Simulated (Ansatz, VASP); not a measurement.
## CuO: VASP and Ansatz over several settings

```
Cu O
1.0
     0.00000    2.14441    2.14441
     2.14441    0.00000    2.14441
     2.14441    2.14441    0.00000
Cu O
1 1
Direct
  0.02950 0.02810 0.90803
  0.47050 0.47190 0.59197
```

Single points on this cell with VASP 6.6.1 and Ansatz 0.2.0. Each row is one pair of runs. Alike in all rows: spin: off; k mesh: 11 × 11 × 11; smearing: fermi-dirac, width 0.05 eV; VASP's potentials, cutoff: VASP PAW PBE potentials, release 64 (Cu, O), 520 eV.

| level | Ansatz's potentials, cutoff | gap on the k mesh at the Fermi level (eV), VASP | gap on the k mesh at the Fermi level (eV), Ansatz | pressure (GPa), VASP | pressure (GPa), Ansatz | rms of the force components (eV/Å), VASP | rms of the force components (eV/Å), Ansatz |
| --- | --- | --- | --- | --- | --- | --- | --- |
| PBEsol | Ansatz PAW, 420 eV | none | none | 1.9 | 1.2 | 0.341 | 0.297 |
| BLYP | Ansatz PAW, 420 eV | none | none | 17.9 | 17.0 | 0.477 | 0.421 |
| PBE | JTH PAW, 1380 eV | none | none | 10.6 | 10.3 | 0.429 | 0.390 |

Pressure (GPa): the two programs differ by at most 0.86; rms of the force components (eV/Å): the two programs differ by at most 0.0558.

VASP's potentials hold 17 valence electrons a cell and Ansatz's 25, so a difference there can come from the potentials and not from the codes.

A gap of «none» marks a metal or a gap that the smearing closes.
